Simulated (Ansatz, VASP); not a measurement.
# Fe: VASP beside Ansatz

```
CELL_PARAMETERS angstrom
2.45222 0.00000 0.00000
-0.81741 2.31198 0.00000
0.00000 0.00000 27.01338
ATOMIC_POSITIONS crystal
Fe 0.50000 0.50000 0.27764
Fe 0.00000 0.00000 0.35168
Fe 0.50000 0.50000 0.42617
Fe 0.00000 0.00000 0.50000
Fe 0.50000 0.50000 0.57383
Fe 0.00000 0.00000 0.64832
Fe 0.50000 0.50000 0.72236
```

Alike in both runs: functional PBE; k mesh 15 × 15 × 1; occupations gaussian, width 0.1 eV; collinear spin.

Ansatz relaxed the structure, and its values are those at the end. VASP's run is a single point on that final structure, the one shown.

```csv
,VASP,Ansatz
version,VASP 6.6.1,Ansatz 0.2.0
potentials or method,"VASP PAW PBE potentials, release 64 (Fe), cutoff 520 eV","scalar-relativistic, plane waves, PAW"
valence electrons in the cell,56,112
```

VASP gave:

| Property | Result |
| --- | --- |
| gap on the k mesh at the Fermi level (eV) | none |
| rms of the force components (eV/Å) | 0.004 |
| net moment per atom (μB) | 2.32 |
| size of the moment on the site where the two differ most (μB) | 2.27 |

Problem. Which values does Ansatz return?

Solution. gap on the k mesh at the Fermi level (eV): none; rms of the force components (eV/Å): 0.000; net moment per atom (μB): 2.31; size of the moment on the site where the two differ most (μB): 2.31.

Site moments also hang on the region over which each program counts them. A gap of «none» marks a metal or a gap that the smearing closes. VASP's potentials hold 56 valence electrons a cell and Ansatz's 112, so a difference there can come from the potentials and not from the codes. Ansatz's warnings: xc potential rough in thin density.

Noted on VASP's run: too few bands were computed for a metal, which touches its energy and stress.
